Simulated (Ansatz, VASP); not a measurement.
# ZnO: VASP beside Ansatz

INCAR

```
PREC = Accurate
ENCUT = 600
EDIFF = 1E-6
ISMEAR = -1
SIGMA = 0.02
LREAL = False
LASPH = True
NELM = 120
ALGO = Normal
ISIF = 2
LWAVE = False
LCHARG = True
GGA = CA
LELF = True
LVHAR = True
NBANDS = 26
GGA_COMPAT = False
```

The input KPOINTS:

```
regular mesh
0
Gamma
  11 11 6
```

The input POSCAR:

```
ZnO
1.0
    3.2493987239      0.0000000000      0.0000000000
   -1.6246993619      2.8140618419      0.0000000000
    0.0000000000      0.0000000000      5.2558380000
Zn O
2 2
Direct
    0.3333333333      0.6666666667      0.0000000000
    0.6666666667      0.3333333333      0.5000000000
    0.3333333333      0.6666666667      0.3821000000
    0.6666666667      0.3333333333      0.8821000000
```

Input for Ansatz:

```yaml
crystal:
  lattice:
    - [3.2493987239, 0.0, 0.0]
    - [-1.6246993619, 2.8140618419, 0.0]
    - [0.0, 0.0, 5.255838]
  atoms:
    - { symbol: Zn, position: [0.3333333333, 0.6666666667, 0.0] }
    - { symbol: Zn, position: [0.6666666667, 0.3333333333, 0.5] }
    - { symbol: O, position: [0.3333333333, 0.6666666667, 0.3821] }
    - { symbol: O, position: [0.6666666667, 0.3333333333, 0.8821] }
kpoints:
  mp_grid: { grid: [11, 11, 6] }
  band_path:
    path:
      - [0.0, 0.0, 0.0]
      - [0.5, 0.0, 0.0]
      - [0.3333333333, 0.3333333333, 0.0]
      - [0.0, 0.0, 0.0]
      - [0.0, 0.0, 0.5]
      - [0.5, 0.0, 0.5]
      - [0.3333333333, 0.3333333333, 0.5]
      - [0.0, 0.0, 0.5]
      - [0.5, 0.0, 0.5]
    npoints: 5
scf:
  occupations: { method: fermi_dirac, width: 0.02 }
hamiltonian:
  xc: lda
  pseudopotentials: { kind: all_electron, lapw: { basis_error: 0.0005 } }
output:
  forces: true
  stress: true
  eigenvalues: true
```

Change from the starting cell: zz strain of +1 %.

Alike in both runs: task single point; functional LDA; k mesh 11 × 11 × 6; occupations fermi-dirac, width 0.02 eV; no spin polarisation.

```csv
,VASP,Ansatz
version,VASP 6.6.1,Ansatz 0.2.0
potentials or method,"VASP PAW LDA potentials, release 64 (Zn, O), cutoff 600 eV","all-electron LAPW, scalar-relativistic"
```

|  | VASP | Ansatz | Ansatz less VASP |
| --- | --- | --- | --- |
| pressure (GPa) | -7.5 | -8.2 | -0.76 |
| traceless stress, the component that is largest in VASP (GPa) | -0.94 | -0.86 | +0.073 |
| rms of the force components (eV/Å) | 0.062 | 0.059 | -0.0032 |

LDA's correlation is that of Perdew and Zunger in VASP and of Perdew and Wang (1992) in Ansatz. Atom by atom the forces differ by 0.003 eV/Å (rms over components). Ansatz ran all-electron here, and VASP with PAW potentials.
